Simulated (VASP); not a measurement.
Input of a VASP 6.6.1 run:

File INCAR:

```
SYSTEM = Pt
  PREC = Accurate
  ENCUT = 570
  EDIFF = 1E-6
  ISMEAR = 0
  SIGMA = 0.15
  LREAL = .False.
  LASPH = .True.
  NELM = 200
  ALGO = Normal
  ISIF = 2
  LWAVE = .False.
  LCHARG = .False.
  ISPIN = 2
  MAGMOM = 0.35 0.35
  LORBIT = 11
  NUPDOWN = 0.7
  LMAXMIX = 4
  GGA = CA
  NBANDS = 29
  GGA_COMPAT = .False.
```

The input KPOINTS:

```
Automatic mesh
0
Gamma
  21 21 10
  0 0 0
```

POSCAR

```
Pt
1.0
    2.7483013709      0.0000000000      0.0000000000
   -1.3741506854      2.3800988044      0.0000000000
    0.0000000000      0.0000000000      4.7455915265
Pt
2
Direct
    0.6666666667      0.3333333333      0.7500000000
    0.3333333333      0.6666666667      0.2500000000
```

Potentials or basis: VASP PAW LDA potentials, release 64 (Pt_sv_GW).

Run with:

```bash
$ cat potpaw_LDA.64/Pt_sv_GW/POTCAR > POTCAR
$ mpirun -np 1 vasp_std > vasp.out
```

Question: Predict the pressure.

Answer: -11.5 GPa.

Stress tensor (GPa, compression positive):
```
-11.00   0.00   0.00
  0.00 -11.00   0.00
  0.00   0.00 -12.51
```

Caveat: the cell stands under tension; the total moment is fixed, so each spin has its own Fermi level and the state may be an excited one.
